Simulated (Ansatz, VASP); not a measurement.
**One calculation of TeO5, two programs**

Contents of INCAR:

```
SYSTEM = TeO5
  PREC = Accurate
  ENCUT = 600
  EDIFF = 1E-6
  ISMEAR = 0
  SIGMA = 0.1
  LREAL = .FALSE.
  LASPH = .TRUE.
  NELM = 80
  ALGO = Normal
  ISIF = 3
  LWAVE = .FALSE.
  LCHARG = .FALSE.
  GGA = PE
  IBRION = 2
  NSW = 100
  EDIFFG = -0.01
```

File KPOINTS:

```
Automatic mesh
0
G
  12 12 4
  0 0 0
```

POSCAR

```
TeO5
1.0
    3.0096964443      0.0000000000      0.0000000000
    0.0000000000      3.0096964443      0.0000000000
    0.0000000000      0.0000000000     10.6456061630
Te O
1 5
Direct
    0.5000000000      0.5000000000      0.0000000000
    0.5000000000      0.5000000000      0.4427100990
    0.5000000000      0.5000000000      0.5572899010
    0.0000000000      0.0000000000      0.1139816132
    0.0000000000      0.0000000000      0.8860183868
    0.0000000000      0.0000000000      0.5000000000
```

Input for Ansatz:

```yaml
crystal:
  lattice:
    - [3.0096964443, 0.0, 0.0]
    - [0.0, 3.0096964443, 0.0]
    - [0.0, 0.0, 10.645606163]
  atoms:
    - { symbol: Te, position: [0.5, 0.5, 0.0] }
    - { symbol: O, position: [0.5, 0.5, 0.442710099] }
    - { symbol: O, position: [0.5, 0.5, 0.557289901] }
    - { symbol: O, position: [0.0, 0.0, 0.1139816132] }
    - { symbol: O, position: [0.0, 0.0, 0.8860183868] }
    - { symbol: O, position: [0.0, 0.0, 0.5] }
basis:
  ecutwfc: 420
kpoints:
  mp_grid: { grid: [12, 12, 4] }
hamiltonian:
  xc: pbe
scf:
  occupations: { method: gaussian, width: 0.1 }
output:
  forces: true
  stress: true
  eigenvalues: true
  write_density: true
  write_potential: true
  elf: true
  volumetric_format: npy
relax:
  adjacent_minimum: "off"
  f_tol: 0.01
  max_steps: 80
  cell: { stress_tol: 0.05 }
```

Change from the starting cell: species swapped into the Hf5Pb type (P4/mmm, No. 123).

Alike in both runs: task relaxation of cell and atoms; functional PBE; k mesh 12 × 12 × 4; occupations gaussian, width 0.1 eV; no spin polarisation.

|  | VASP | Ansatz |
| --- | --- | --- |
| version | VASP 6.6.1 | Ansatz 0.2.0 |
| potentials or method | VASP PAW PBE potentials, release 64 (Te, O), cutoff 600 eV | scalar-relativistic, plane waves, PAW |
| valence electrons in the cell | 36 | 46 |

|  | VASP | Ansatz | Ansatz less VASP |
| --- | --- | --- | --- |
| gap on the k mesh at the Fermi level, each at its own relaxed structure (eV) | none | none | - |
| relaxed volume (Å³/atom) | 14.89 | 16.23 | +1.340 |
| relaxed length of the cell vector where the two differ most in proportion (Å) | 9.984 | 10.766 | +0.7829 |

A gap of «none» marks a metal or a gap that the smearing closes. One of these differences is far larger than is usual between the two programs; its cause wasn't traced. VASP's potentials hold 36 valence electrons a cell and Ansatz's 46, so a difference there can come from the potentials and not from the codes.

Spin-orbit coupling is off throughout. Noted on VASP's run: the standard files for N, O and F lose accuracy on very short bonds.
